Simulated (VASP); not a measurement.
# BP (e600) (I-4m2) in VASP: a series of runs

The runs below take BP (e600) through single point, relaxation of the atoms, with PBEsol.

Program: VASP 6.6.1. These are calculated values, not measurements. Logs are shortened: lines on timing, memory, paths and dates and some standing lists are left out, and cuts for length are marked.

### Step 1. The cell of the first run

It takes space group I-4m2 (No. 119, tetragonal). Conventional cell: a = 3.228 Å, b = 3.228 Å, c = 4.499 Å, α = 90.00°, β = 90.00°, γ = 90.00°. B (site symmetry -4m2) has 4 P at 1.97 Å within 2.6 Å. Within 2.6 Å of P (site symmetry -4m2) lie 4 B at 1.97 Å.

### Step 2. Single point, PBEsol

The input, INCAR:

```
SYSTEM = BP
PREC = Accurate
ENCUT = 500
EDIFF = 1E-6
ISMEAR = 0
SIGMA = 0.01
LREAL = .FALSE.
LASPH = .TRUE.
NELM = 120
ALGO = Normal
ISIF = 2
LWAVE = .FALSE.
LCHARG = .TRUE.
GGA = PS
LELF = .TRUE.
LVHAR = .TRUE.
NBANDS = 11
GGA_COMPAT = .FALSE.
```

The input, KPOINTS:

```
Automatic mesh
0
G
  8 8 8
  0 0 0
```

The input, POSCAR:

```
BP
1.0
    0.0000000000      2.2827359537      2.2495054018
    2.2827359537      0.0000000000      2.2495054018
    2.2827359537      2.2827359537      0.0000000000
B P
1 1
Direct
    0.0000000000      0.0000000000      0.0000000000
    0.2500000000      0.2500000000      0.2500000000
```

Potentials or basis: VASP PAW PBE potentials, release 64 (B, P).

Launch:

```bash
cat potpaw_PBE.64/B/POTCAR potpaw_PBE.64/P/POTCAR > POTCAR
mpirun -np 1 vasp_std > vasp.out
```

OUTCAR:

```text
SYSTEM = BP
   PREC = Accurate
   ENCUT = 500
   EDIFF = 1E-6
   ISMEAR = 0
   LREAL = .FALSE.
   LASPH = .TRUE.
   NELM = 120
   ISIF = 2
   GGA = PS

 ion  position               nearest neighbor table
   1  0.000  0.000  0.000-   2 1.97   2 1.97   2 1.97   2 1.97
   2  0.250  0.250  0.250-   1 1.97   1 1.97   1 1.97   1 1.97

  LATTYP: Found a body centered tetragonal cell.
 ALAT       =     3.2282761450
 C/A-ratio  =     1.3936263818

  Lattice vectors:

 A1 = (   0.0000000000,  -2.2827359537,  -2.2495054018)
 A2 = (   0.0000000000,   2.2827359537,  -2.2495054018)
 A3 = (   2.2827359537,   0.0000000000,   2.2495054018)

Analysis of symmetry for initial positions (statically):
=====================================================================
 Subroutine PRICEL returns:
 Original cell was already a primitive cell.

 Routine SETGRP: Setting up the symmetry group for a
 body centered tetragonal supercell.

 Subroutine GETGRP returns: Found  8 space group operations
 (whereof  8 operations were pure point group operations)
 out of a pool of 16 trial point group operations.

The static configuration has the point symmetry D_2d.

Analysis of symmetry for dynamics (positions and initial velocities):
=====================================================================
 Subroutine PRICEL returns:
 Original cell was already a primitive cell.

 Routine SETGRP: Setting up the symmetry group for a
 body centered tetragonal supercell.

 Subroutine GETGRP returns: Found  8 space group operations
 (whereof  8 operations were pure point group operations)
 out of a pool of 16 trial point group operations.

The dynamic configuration has the point symmetry D_2d.

 Subroutine INISYM returns: Found  8 space group operations
 (whereof  8 operations are pure point group operations),
 and found     1 'primitive' translations

----------------------------------------------------------------------------------------

                                     Primitive cell

  volume of cell :      23.4438

  direct lattice vectors                    reciprocal lattice vectors
     0.000000000  2.282735954  2.249505402    -0.219035408  0.219035408  0.222271082
     2.282735954  0.000000000  2.249505402     0.219035408 -0.219035408  0.222271082
     2.282735954  2.282735954  0.000000000     0.219035408  0.219035408 -0.222271082

  length of vectors
     3.204864738  3.204864738  3.228276145     0.381257726  0.381257726  0.381257726

  position of ions in fractional coordinates (direct lattice)
     0.000000000  0.000000000  0.000000000
     0.250000000  0.250000000  0.250000000

  ion indices of the primitive-cell ions
   primitive index   ion index
                 1           1
                 2           2

----------------------------------------------------------------------------------------

 KPOINTS: Automatic mesh

Automatic generation of k-mesh.
 Grid dimensions read from file:
 generate k-points for:    8    8    8

 Generating k-lattice:

  Cartesian coordinates                     Fractional coordinates (reciprocal lattice)
    -0.027379426  0.027379426  0.027783885     0.125000000  0.000000000  0.000000000
     0.027379426 -0.027379426  0.027783885     0.000000000  0.125000000  0.000000000
     0.027379426  0.027379426 -0.027783885    -0.000000000 -0.000000000  0.125000000

  Length of vectors
     0.047657216  0.047657216  0.047657216

  Shift w.r.t. Gamma in fractional coordinates (k-lattice)
     0.000000000  0.000000000  0.000000000

 Subroutine IBZKPT returns following result:
 ===========================================

 Found     59 irreducible k-points:

 Following reciprocal coordinates:
            Coordinates               Weight
  0.000000  0.000000  0.000000      1.000000
  0.125000  0.000000  0.000000      8.000000
  0.250000  0.000000  0.000000      8.000000
  0.375000  0.000000  0.000000      8.000000
  0.500000  0.000000  0.000000      4.000000
  0.125000  0.125000  0.000000      2.000000
[... 16 lines left out ...]
  0.250000  0.000000  0.125000     16.000000
  0.375000  0.000000  0.125000     16.000000
 [... further k-points ...]
   k-points           NKPTS =     59   k-points in BZ     NKDIM =     59   number of bands    NBANDS=     11
   number of dos      NEDOS =    301   number of ions     NIONS =      2
   total plane-waves  NPLWV =  13824
   dimension x,y,z NGX =    24 NGY =   24 NGZ =   24
   dimension x,y,z NGXF=    48 NGYF=   48 NGZF=   48
   ions per type =               1   1
   NGX,Y,Z   is equivalent  to a cutoff of  12.45, 12.45, 12.36 a.u.
   NGXF,Y,Z  is equivalent  to a cutoff of  24.90, 24.90, 24.72 a.u.
 SYSTEM =  BP
   PREC   = accura    normal or accurate (medium, high low for compatibility)
   ISTART =      0    job   : 0-new  1-cont  2-samecut
   ICHARG =      2    charge: 1-file 2-atom 10-const
   ISPIN  =      1    spin polarized calculation?
   LNONCOLLINEAR =      F non collinear calculations
   LSORBIT =      F    spin-orbit coupling
   LASPH  =      T    aspherical Exc in radial PAW
   ENCUT  =  500.0 eV  36.75 Ry    6.06 a.u.   5.84  5.84  5.89*2*pi/ulx,y,z
   NELM   =    120;   NELMIN=  2; NELMDL= -5     # of ELM steps
   EDIFF  = 0.1E-05   stopping-criterion for ELM
   LREAL  =      F    real-space projection
   EDIFFG = 0.1E-04   stopping-criterion for IOM
   NSW    =      0    number of steps for IOM
   IBRION =     -1    ionic relax: 0-MD 1-quasi-New 2-CG
   NFREE  =      0    steps in history (QN), initial steepest desc. (CG)
   ISIF   =      2    stress and relaxation
   ISYM   =      2    0-nonsym 1-usesym 2-fastsym
   POTIM  = 0.5000    time-step for ionic-motion
   TEBEG  =    0.0;   TEEND  =   0.0 temperature during run
   PSTRESS=    0.0 pullay stress
   NELECT =       8.0000    total number of electrons
   NUPDOWN=      -1.0000    fix difference up-down
   EMIN   =  10.00;   EMAX   =-10.00  energy-range for DOS
   EFERMI =   0.00;   METHOD = LEGACY
   ISMEAR =     0;   SIGMA  =   0.01  broadening in eV -4-tet -1-fermi 0-gaus
   EFERMI_NEDOS =   21; number of points for ismear=-14 and -15
   IALGO  =     38    algorithm
   IMIX   =      4    mixing-type and parameters
     AMIX     =   0.40;   BMIX     =  1.00
     AMIX_MAG =   1.60;   BMIX_MAG =  1.00
  volume/ion in A,a.u.               =      11.72        79.10
  Fermi-wavevector in a.u.,A,eV,Ry     =   1.144007  2.161860 17.806653  1.308752
  Thomas-Fermi vector in A             =   2.280700
   LORBIT       =      0    0 simple, 1 ext, 2 COOP (PROOUT), +10 PAW based schemes
   GGA     = PS    functional components
   LHFCALC =     F    Hartree Fock is set to
   AEXX    =    0.0000 exact exchange contribution
   IVDW    =     0    specifies the selected vdW correction
   LEPSILON=     F    determine dielectric tensor
   LRPA    =     F    only Hartree local field effects (RPA)
 non-spin polarized calculation
 Gauss-broadening in eV      SIGMA  =   0.01
  energy-cutoff  :      500.00
  volume of cell :       23.44
 maximum number of plane-waves:       606
   NGX = 11   NGY = 11   NGZ = 11

 number of electron       8.0000000 magnetization

 Free energy of the ion-electron system (eV)
  ---------------------------------------------------
  ext. energy  EPLUGINS =         0.00000000
  ---------------------------------------------------
  free energy    TOTEN  =       -13.66615374 eV

  energy without entropy =      -13.66615374  energy(sigma->0) =      -13.66615374

 E-fermi :   7.5815     XC(G=0): -11.0312

 val. band max:        7.4601331602   @ k =   0.0000   0.0000   0.0000
 cond. band min:       8.4073735915   @ k =   0.3750   0.3750   0.0000
 fundamental gap:      0.9472404313
 Fermi energy:         7.5814844952

 k-point     1 :       0.0000    0.0000    0.0000
  band No.  band energies     occupation
      1      -8.1017      2.00000
      2       7.3193      2.00000
      3       7.3193      2.00000
      4       7.4601      2.00000
      5      10.6640      0.00000
      6      10.7460      0.00000
      7      10.7460      0.00000
      8      14.6538      0.00000
      9      18.5852      0.00000
     10      19.2831      0.00000
     11      19.6645      0.00000

 k-point     2 :       0.1250    0.0000    0.0000
  band No.  band energies     occupation
      1      -7.8205      2.00000
      2       5.4979      2.00000
      3       6.8797      2.00000
      4       6.9905      2.00000
      5      11.1946      0.00000
      6      11.3335      0.00000
      7      11.3426      0.00000
      8      15.4413      0.00000
      9      18.3855      0.00000
     10      18.6648      0.00000
     11      19.4335      0.00000

 k-point     3 :       0.2500    0.0000    0.0000
  band No.  band energies     occupation
      1      -6.9951      2.00000
      2       2.4985      2.00000
      3       6.1715      2.00000
      4       6.3153      2.00000
      5      11.2818      0.00000
      6      12.0575      0.00000
      7      12.1159      0.00000
      8      16.8552      0.00000
      9      18.2124      0.00000
     10      18.2984      0.00000
     11      20.1671      0.00000

 k-point     4 :       0.3750    0.0000    0.0000
  band No.  band energies     occupation
      1      -5.7297      2.00000
      2      -0.2337      2.00000
      3       5.6794      2.00000
      4       5.8535      2.00000
      5      11.1225      0.00000
      6      12.0605      0.00000
      7      12.2109      0.00000
      8      17.3448      0.00000
      9      19.8598      0.00000
     10      19.9716      0.00000
     11      20.9897      0.00000
[... 239 lines left out ...]
 k-point    22 :       0.1250    0.0000    0.1250
  band No.  band energies     occupation
      1      -7.7301      2.00000
      2       6.1386      2.00000
      3       6.1632      2.00000
      4       6.2520      2.00000
      5      10.1149      0.00000
      6      12.2184      0.00000
      7      12.3894      0.00000
      8      14.8756      0.00000
      9      17.5519      0.00000
     10      19.7674      0.00000
     11      19.9632      0.00000

 k-point    23 :       0.2500    0.0000    0.1250
  band No.  band energies     occupation
      1      -7.0875      2.00000
      2       3.5619      2.00000
      3       5.4690      2.00000
      4       5.8093      2.00000
      5      10.4122      0.00000
      6      12.9212      0.00000
      7      13.4076      0.00000
      8      14.3399      0.00000
      9      18.4736      0.00000
     10      19.8992      0.00000
     11      21.0301      0.00000

 k-point    24 :       0.3750    0.0000    0.1250
  band No.  band energies     occupation
      1      -5.9532      2.00000
      2       0.7796      2.00000
      3       4.9775      2.00000
      4       5.1167      2.00000
      5      10.8425      0.00000
      6      12.8929      0.00000
      7      13.5516      0.00000
      8      15.2064      0.00000
      9      19.6290      0.00000
     10      20.9793      0.00000
     11      21.6307      0.00000

 [... further k-points ...]
[... 5 lines left out ...]
  --------------------------------------------------------------------------------------
  -------------------------------------------------------------------------------------
  Total       -0.5332665     -0.5332665      0.0166673      0.0000000      0.0000000      0.0000000
  in kB      -36.4440390    -36.4440390      1.1390594      0.0000000      0.0000000      0.0000000
  external PRESSURE =     -23.9163396 kB  Pullay stress =       0.0000000 kB

 VOLUME and BASIS-vectors are now :
 -----------------------------------------------------------------------------
  energy-cutoff  :      500.00
  volume of cell :       23.44
      direct lattice vectors                 reciprocal lattice vectors
     0.000000000  2.282735954  2.249505402    -0.219035408  0.219035408  0.222271082
     2.282735954  0.000000000  2.249505402     0.219035408 -0.219035408  0.222271082
     2.282735954  2.282735954  0.000000000     0.219035408  0.219035408 -0.222271082

 POSITION                                       TOTAL-FORCE (eV/Angst)
 -----------------------------------------------------------------------------------
      0.00000      0.00000      0.00000         0.000000      0.000000      0.000000
      1.14137      1.14137      1.12475        -0.000000     -0.000000     -0.000000
 -----------------------------------------------------------------------------------
    total drift:                                0.000000      0.000000      0.000000

  FREE ENERGIE OF THE ION-ELECTRON SYSTEM (eV)
  ---------------------------------------------------
  free  energy   TOTEN  =       -13.6661537447 eV

  energy  without entropy=      -13.6661537447  energy(sigma->0) =      -13.66615374
```

Run time: 4.8 s. Hardware: 1 thread of Intel Xeon 6975P-C (Granite Rapids), shared host; peak memory 0.14 GiB.

Results:

| Item | Value |
| --- | --- |
| Free energy | -13.6662 eV |
| Pressure | -2.4 GPa |
| Band gap on the k mesh | 0.95 eV, indirect (least direct gap 3.20 eV) |

Stress tensor (GPa, compression positive):
```
-3.64  0.00  0.00
 0.00 -3.64  0.00
 0.00  0.00  0.11
```

Caveat: the PAW data sets were made with another functional, which shifts forces and pressure a little. Expect the measured gap to be larger: semilocal functionals such as PBEsol lack the derivative discontinuity.

(Part 1 of 3 ends here.)
